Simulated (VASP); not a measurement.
# HgTe (I-4m2) in VASP: single point with PBEsol

Aim: the single point of HgTe with PBEsol.

All numbers are computed with VASP 6.6.1; they aren't measurements. Logs are shortened: lines on timing, memory, paths and dates and some standing lists are left out, and cuts for length are marked.

## (1) The cell of the first run

Symmetry: I-4m2, No. 119, tetragonal system. The conventional cell has a = 4.604 Å, b = 4.604 Å, c = 6.902 Å, α = 90.00°, β = 90.00°, γ = 90.00°. Within 3.8 Å of Hg (site symmetry -4m2) lie 4 Te at 2.88 Å. Te (site symmetry -4m2) has 4 Hg at 2.88 Å within 3.8 Å.

## (2) Single point, PBEsol (strain along c alone, the other axes held: +6.0 %)

INCAR

```
  PREC = Accurate
  ENCUT = 520
  EDIFF = 1E-6
  ISMEAR = 0
  SIGMA = 0.1
  LREAL = False
  LASPH = True
  NELM = 100
  ALGO = Fast
  ISIF = 2
  LWAVE = False
  LCHARG = False
  GGA = PS
  NBANDS = 26
```

KPOINTS

```
Automatic mesh
0
Gamma
  12 12 8
```

POSCAR

```
HgTe
1.0
    3.2556397153      3.2556397153      0.0000000000
   -3.2556397153      3.2556397153      0.0000000000
    0.0000000000      0.0000000000      6.9019561965
Hg Te
2 2
Direct
    0.0000000000      0.0000000000      0.0000000000
    0.5000000000      0.5000000000      0.5000000000
    0.5000000000      0.0000000000      0.7500000000
    0.0000000000      0.5000000000      0.2500000000
```

Potentials or basis: VASP PAW PBE potentials, release 64 (Hg, Te).

The run is started by

```console
$ cat potpaw_PBE.64/Hg/POTCAR potpaw_PBE.64/Te/POTCAR > POTCAR
$ mpirun -np 1 vasp_std > vasp.out
```

OUTCAR:

```text
PREC = Accurate
   ENCUT = 520
   EDIFF = 1E-6
   ISMEAR = 0
   LREAL = False
   LASPH = True
   NELM = 100
   ISIF = 2
   GGA = PS

 ion  position               nearest neighbor table
   1  0.000  0.000  0.000-   3 2.88   4 2.88   4 2.88   3 2.88
   2  0.500  0.500  0.500-   3 2.88   4 2.88   3 2.88   4 2.88
   3  0.500  0.000  0.750-   1 2.88   2 2.88   2 2.88   1 2.88
   4  0.000  0.500  0.250-   1 2.88   2 2.88   1 2.88   2 2.88

  LATTYP: Found a simple tetragonal cell.
 ALAT       =     4.6041698396
 C/A-ratio  =     1.4990663761

  Lattice vectors:

 A1 = (   3.2556397153,   3.2556397153,   0.0000000000)
 A2 = (  -3.2556397153,   3.2556397153,   0.0000000000)
 A3 = (   0.0000000000,   0.0000000000,   6.9019561965)

Analysis of symmetry for initial positions (statically):
=====================================================================
 Subroutine PRICEL returns following result:

  LATTYP: Found a body centered tetragonal cell.
 ALAT       =     4.6041698396
 C/A-ratio  =     1.4990663761

  Lattice vectors:

 A1 = (   3.2556397153,   0.0000000000,  -3.4509780983)
 A2 = (  -3.2556397153,   0.0000000000,  -3.4509780982)
 A3 = (   0.0000000000,   3.2556397153,   3.4509780982)

   2 primitive cells build up your supercell.

 Routine SETGRP: Setting up the symmetry group for a
 simple tetragonal supercell.

 Subroutine GETGRP returns: Found  8 space group operations
 (whereof  8 operations were pure point group operations)
 out of a pool of 16 trial point group operations.

The static configuration has the point symmetry D_2d.

Analysis of symmetry for dynamics (positions and initial velocities):
=====================================================================
 Subroutine PRICEL returns following result:

  LATTYP: Found a body centered tetragonal cell.
 ALAT       =     4.6041698396
 C/A-ratio  =     1.4990663761

  Lattice vectors:

 A1 = (   3.2556397153,   0.0000000000,  -3.4509780983)
 A2 = (  -3.2556397153,   0.0000000000,  -3.4509780982)
 A3 = (   0.0000000000,   3.2556397153,   3.4509780982)

   2 primitive cells build up your supercell.

 Routine SETGRP: Setting up the symmetry group for a
 simple tetragonal supercell.

 Subroutine GETGRP returns: Found  8 space group operations
 (whereof  8 operations were pure point group operations)
 out of a pool of 16 trial point group operations.

The dynamic configuration has the point symmetry D_2d.

 Subroutine INISYM returns: Found  8 space group operations
 (whereof  8 operations are pure point group operations),
 and found     2 'primitive' translations

----------------------------------------------------------------------------------------

                                     Primitive cell

  volume of cell :      73.1551

  direct lattice vectors                    reciprocal lattice vectors
     3.255639715  0.000000000 -3.450978098     0.153579648  0.153579648 -0.144886460
    -3.255639715  0.000000000 -3.450978098    -0.153579648  0.153579648 -0.144886460
     0.000000000  3.255639715  3.450978098     0.000000000  0.307159295  0.000000000

  length of vectors
     4.744306039  4.744306039  4.744306039     0.261085240  0.261085240  0.307159295

  position of ions in fractional coordinates (direct lattice)
     0.000000000  0.000000000  0.000000000
     0.750000000  0.250000000  0.500000000

  ion indices of the primitive-cell ions
   primitive index   ion index
                 1           1
                 2           3

----------------------------------------------------------------------------------------

 KPOINTS: Automatic mesh

Automatic generation of k-mesh.
 Grid dimensions read from file:
 generate k-points for:   12   12    8

 Generating k-lattice:

  Cartesian coordinates                     Fractional coordinates (reciprocal lattice)
     0.012798304  0.012798304  0.000000000     0.083333333  0.000000000  0.000000000
    -0.012798304  0.012798304  0.000000000     0.000000000  0.083333333  0.000000000
     0.000000000  0.000000000  0.018110807     0.000000000  0.000000000  0.125000000

  Length of vectors
     0.018099535  0.018099535  0.018110807

  Shift w.r.t. Gamma in fractional coordinates (k-lattice)
     0.000000000  0.000000000  0.000000000

 Subroutine IBZKPT returns following result:
 ===========================================

 Found    140 irreducible k-points:

 Following reciprocal coordinates:
            Coordinates               Weight
  0.000000  0.000000  0.000000      1.000000
  0.083333  0.000000  0.000000      4.000000
  0.166667  0.000000  0.000000      4.000000
  0.250000  0.000000  0.000000      4.000000
  0.333333  0.000000  0.000000      4.000000
  0.416667  0.000000  0.000000      4.000000
[... 16 lines left out ...]
  0.333333  0.333333  0.000000      4.000000
  0.416667  0.333333  0.000000      8.000000
 [... further k-points ...]
   k-points           NKPTS =    140   k-points in BZ     NKDIM =    140   number of bands    NBANDS=     26
   number of dos      NEDOS =    301   number of ions     NIONS =      4
   total plane-waves  NPLWV =  69984
   dimension x,y,z NGX =    36 NGY =   36 NGZ =   54
   dimension x,y,z NGXF=    72 NGYF=   72 NGZF=  108
   ions per type =               2   2
   NGX,Y,Z   is equivalent  to a cutoff of  13.00, 13.00, 13.01 a.u.
   NGXF,Y,Z  is equivalent  to a cutoff of  26.00, 26.00, 26.01 a.u.
 SYSTEM =  unknown system
   PREC   = accura    normal or accurate (medium, high low for compatibility)
   ISTART =      0    job   : 0-new  1-cont  2-samecut
   ICHARG =      2    charge: 1-file 2-atom 10-const
   ISPIN  =      1    spin polarized calculation?
   LNONCOLLINEAR =      F non collinear calculations
   LSORBIT =      F    spin-orbit coupling
   LASPH  =      T    aspherical Exc in radial PAW
   ENCUT  =  520.0 eV  38.22 Ry    6.18 a.u.   8.56  8.56 12.83*2*pi/ulx,y,z
   NELM   =    100;   NELMIN=  2; NELMDL= -5     # of ELM steps
   EDIFF  = 0.1E-05   stopping-criterion for ELM
   LREAL  =      F    real-space projection
   EDIFFG = 0.1E-04   stopping-criterion for IOM
   NSW    =      0    number of steps for IOM
   IBRION =     -1    ionic relax: 0-MD 1-quasi-New 2-CG
   NFREE  =      0    steps in history (QN), initial steepest desc. (CG)
   ISIF   =      2    stress and relaxation
   ISYM   =      2    0-nonsym 1-usesym 2-fastsym
   POTIM  = 0.5000    time-step for ionic-motion
   TEBEG  =    0.0;   TEEND  =   0.0 temperature during run
   PSTRESS=    0.0 pullay stress
   NELECT =      36.0000    total number of electrons
   NUPDOWN=      -1.0000    fix difference up-down
   EMIN   =  10.00;   EMAX   =-10.00  energy-range for DOS
   EFERMI =   0.00;   METHOD = LEGACY
   ISMEAR =     0;   SIGMA  =   0.10  broadening in eV -4-tet -1-fermi 0-gaus
   EFERMI_NEDOS =   21; number of points for ismear=-14 and -15
   IALGO  =     68    algorithm
   IMIX   =      4    mixing-type and parameters
     AMIX     =   0.40;   BMIX     =  1.00
     AMIX_MAG =   1.60;   BMIX_MAG =  1.00
  volume/ion in A,a.u.               =      36.58       246.84
  Fermi-wavevector in a.u.,A,eV,Ry     =   1.025850  1.938576 14.318351  1.052369
  Thomas-Fermi vector in A             =   2.159712
   LORBIT       =      0    0 simple, 1 ext, 2 COOP (PROOUT), +10 PAW based schemes
   GGA     = PS    functional components
   LHFCALC =     F    Hartree Fock is set to
   AEXX    =    0.0000 exact exchange contribution
   IVDW    =     0    specifies the selected vdW correction
   LEPSILON=     F    determine dielectric tensor
   LRPA    =     F    only Hartree local field effects (RPA)
 non-spin polarized calculation
 RMM-DIIS sequential band-by-band and
 Gauss-broadening in eV      SIGMA  =   0.10
  energy-cutoff  :      520.00
  volume of cell :      146.31
 maximum number of plane-waves:      3969
 NGX is ok and might be reduce to    36
   NGX = 17   NGY = 17   NGZ = 25

 number of electron      36.0000002 magnetization

 Free energy of the ion-electron system (eV)
  ---------------------------------------------------
  ext. energy  EPLUGINS =         0.00000000
  ---------------------------------------------------
  free energy    TOTEN  =        -8.68293811 eV

  energy without entropy =       -8.68269455  energy(sigma->0) =       -8.68281633

 E-fermi :   2.2650     XC(G=0):  -8.5779

 val. band max:        2.2023274722   @ k =   0.0000   0.0000   0.0000
 cond. band min:       2.4115246997   @ k =   0.0000   0.0000   0.1250
 fundamental gap:      0.2091972275
 Fermi energy:         2.2650238364

 k-point     1 :       0.0000    0.0000    0.0000
  band No.  band energies     occupation
      1      -9.3340      2.00000
      2      -8.7040      2.00000
      3      -4.7674      2.00000
      4      -4.7537      2.00000
      5      -4.7537      2.00000
      6      -4.5694      2.00000
[... 18 lines left out ...]
     25       8.4812      0.00000
     26       9.7222      0.00000

 k-point     2 :       0.0833    0.0000    0.0000
  band No.  band energies     occupation
      1      -9.3135      2.00000
      2      -8.7032      2.00000
      3      -4.7618      2.00000
      4      -4.7491      2.00000
      5      -4.7455      2.00000
      6      -4.5716      2.00000
[... 18 lines left out ...]
     25       8.8210      0.00000
     26       9.5216      0.00000

 k-point     3 :       0.1667    0.0000    0.0000
  band No.  band energies     occupation
      1      -9.2547      2.00000
      2      -8.7032      2.00000
      3      -4.7474      2.00000
      4      -4.7357      2.00000
      5      -4.7177      2.00000
      6      -4.5821      2.00000
[... 18 lines left out ...]
     25       9.1765      0.00000
     26       9.5335      0.00000

 k-point     4 :       0.2500    0.0000    0.0000
  band No.  band energies     occupation
      1      -9.1655      2.00000
      2      -8.7104      2.00000
      3      -4.7230      2.00000
      4      -4.7146      2.00000
      5      -4.6697      2.00000
      6      -4.5978      2.00000
[... 18 lines left out ...]
     25       9.0639      0.00000
     26       9.2157      0.00000

 k-point     5 :       0.3333    0.0000    0.0000
  band No.  band energies     occupation
      1      -9.0587      2.00000
      2      -8.7333      2.00000
      3      -4.6914      2.00000
      4      -4.6873      2.00000
      5      -4.6125      2.00000
      6      -4.5985      2.00000
[... 18 lines left out ...]
     25       8.6286      0.00000
     26       8.6564      0.00000

 k-point     6 :       0.4167    0.0000    0.0000
  band No.  band energies     occupation
      1      -8.9495      2.00000
      2      -8.7797      2.00000
      3      -4.6621      2.00000
      4      -4.6557      2.00000
      5      -4.6256      2.00000
      6      -4.5861      2.00000
[... 427 lines left out ...]
 k-point    21 :       0.4167    0.2500    0.0000
  band No.  band energies     occupation
      1      -8.8375      2.00000
      2      -8.7151      2.00000
      3      -4.6238      2.00000
      4      -4.5941      2.00000
      5      -4.5774      2.00000
      6      -4.5284      2.00000
[... 18 lines left out ...]
     25       8.8874      0.00000
     26       9.6418      0.00000

 k-point    22 :       0.5000    0.2500    0.0000
  band No.  band energies     occupation
      1      -8.7642      2.00000
      2      -8.7642      2.00000
      3      -4.6060      2.00000
      4      -4.6060      2.00000
      5      -4.5457      2.00000
      6      -4.5457      2.00000
[... 18 lines left out ...]
     25       9.3902      0.00000
     26       9.3909      0.00000

 k-point    23 :       0.3333    0.3333    0.0000
  band No.  band energies     occupation
      1      -8.8481      2.00000
      2      -8.6804      2.00000
      3      -4.6206      2.00000
      4      -4.5925      2.00000
      5      -4.5873      2.00000
      6      -4.5290      2.00000
[... 18 lines left out ...]
     25       8.9341      0.00000
     26       9.0545      0.00000

 k-point    24 :       0.4167    0.3333    0.0000
  band No.  band energies     occupation
      1      -8.7745      2.00000
      2      -8.6870      2.00000
      3      -4.6047      2.00000
      4      -4.5906      2.00000
      5      -4.5551      2.00000
      6      -4.4969      2.00000
[... 18 lines left out ...]
     25       9.3029      0.00000
     26       9.7441      0.00000

 [... further k-points ...]
[... 5 lines left out ...]
  --------------------------------------------------------------------------------------
  -------------------------------------------------------------------------------------
  Total       -1.5650295     -1.5650295     -2.5765430      0.0000000      0.0000000      0.0000000
  in kB      -17.1379254    -17.1379254    -28.2145490      0.0000000      0.0000000      0.0000000
  external PRESSURE =     -20.8301332 kB  Pullay stress =       0.0000000 kB

 VOLUME and BASIS-vectors are now :
 -----------------------------------------------------------------------------
  energy-cutoff  :      520.00
  volume of cell :      146.31
      direct lattice vectors                 reciprocal lattice vectors
     3.255639715  3.255639715  0.000000000     0.153579648  0.153579648  0.000000000
    -3.255639715  3.255639715  0.000000000    -0.153579648  0.153579648  0.000000000
     0.000000000  0.000000000  6.901956196     0.000000000  0.000000000  0.144886460

 POSITION                                       TOTAL-FORCE (eV/Angst)
 -----------------------------------------------------------------------------------
      0.00000      0.00000      0.00000        -0.000000     -0.000000      0.000000
      0.00000      3.25564      3.45098         0.000000      0.000000     -0.000000
      1.62782      1.62782      5.17647        -0.000000     -0.000000      0.000000
     -1.62782      1.62782      1.72549         0.000000     -0.000000      0.000000
 -----------------------------------------------------------------------------------
    total drift:                               -0.000000      0.000000      0.000000

  FREE ENERGIE OF THE ION-ELECTRON SYSTEM (eV)
  ---------------------------------------------------
  free  energy   TOTEN  =        -8.6829381075 eV

  energy  without entropy=       -8.6826945523  energy(sigma->0) =       -8.68281633
```

Run time: 8.8 min. Hardware: 1 thread of Oxide Virtual Turin-like, shared host; peak memory 0.55 GiB.

Results:

```yaml
Free_energy: -8.6829 eV
Pressure: -2.1 GPa
Band_gap_on_the_k_mesh: zero (filled and empty bands touch)
```

Levels at points of the mesh, in eV from the Fermi level:
```
           k point  band 16  band 17  band 18  band 19  band 20  band 21
(0.00, 0.00, 0.00)    -1.12    -0.27    -0.06    -0.06     1.99     2.62
(0.50, 0.00, 0.00)    -2.42    -0.85    -0.85     1.89     1.89     4.63
(0.50, 0.50, 0.00)    -2.21    -2.09    -2.09     1.61     1.61     2.39
(0.00, 0.00, 0.50)    -1.14    -1.14    -1.14     1.78     1.78     2.99
(0.50, 0.00, 0.50)    -1.09    -0.84    -0.84     0.49     0.49     4.81
(0.50, 0.50, 0.50)    -2.42    -2.38    -2.38     2.54     2.54     4.33
```

Caveat: the cell differs from its parent crystal (strain along c alone, the other axes held: +6.0 %); semilocal functionals underestimate gaps, and a narrow one can read as zero; the PAW data sets were made with another functional, which shifts forces and pressure a little; spin-orbit coupling is left out, which moves the levels of the heavy elements.

The gap in the log of VASP goes by the Fermi energy; the results here count the filled bands.